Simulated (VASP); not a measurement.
Input of a VASP 6.6.1 run:

File INCAR:

```
SYSTEM = Mo6C
ALGO = Fast
DIPOL = 0.5 0.5 0.329
EDIFF = 1E-6
EDIFFG = -0.025
ENCUT = 520
GGA = PS
IBRION = 2
IDIPOL = 3
ISIF = 2
ISMEAR = 0
LASPH = .True.
LCHARG = .False.
LDIPOL = .True.
LREAL = .False.
LWAVE = .False.
NELM = 80
NSW = 36
PREC = Accurate
SIGMA = 0.1
```

KPOINTS

```
k-points
0
Gamma
  6 6 1
  0 0 0
```

The input POSCAR:

```
Mo6C
1.0
    4.4256825775      0.0000000000      0.0000000000
   -2.2128412887      3.8327535412      0.0000000000
    0.0000000000      0.0000000000     19.7247696083
Mo C
6 1
Selective dynamics
Direct
    0.6666666667      0.3333333333      0.2027907083  F F F
    0.3333333333      0.6666666667      0.2485904155  F F F
    0.0000000000      0.0000000000      0.2943901228  F F F
    0.6666666667      0.3333333333      0.3368101117  F F F
    0.3333333333      0.6666666667      0.3772266205  F F F
    0.0000000000      0.0000000000      0.4169767136  F F F
    0.6666666667      0.3333333333      0.4287594185  F F T
```

Potentials or basis: VASP PAW PBE potentials, release 64 (Mo_sv, C).

Command:

```sh
$ cat potpaw_PBE.64/Mo_sv/POTCAR potpaw_PBE.64/C/POTCAR > POTCAR
$ mpirun -np 1 vasp_std > vasp.out
```

Predict the band gap on the k mesh.

zero (bands 44 and 45 overlap by 0.20 eV).

Predict the energy gained by relaxing.

32.3 meV/atom.

Final structure:
```xyz
7
Lattice="4.4257 0.0000 0.0000 -2.2128 3.8328 0.0000 0.0000 0.0000 19.7248" Properties=species:S:1:pos:R:3 pbc="T T T"
Mo    2.2128    1.2776    4.0000
Mo    0.0000    2.5552    4.9034
Mo    0.0000    0.0000    5.8068
Mo    2.2128    1.2776    6.6435
Mo    0.0000    2.5552    7.4407
Mo    0.0000    0.0000    8.2248
C     2.2128    1.2776    8.6001
```
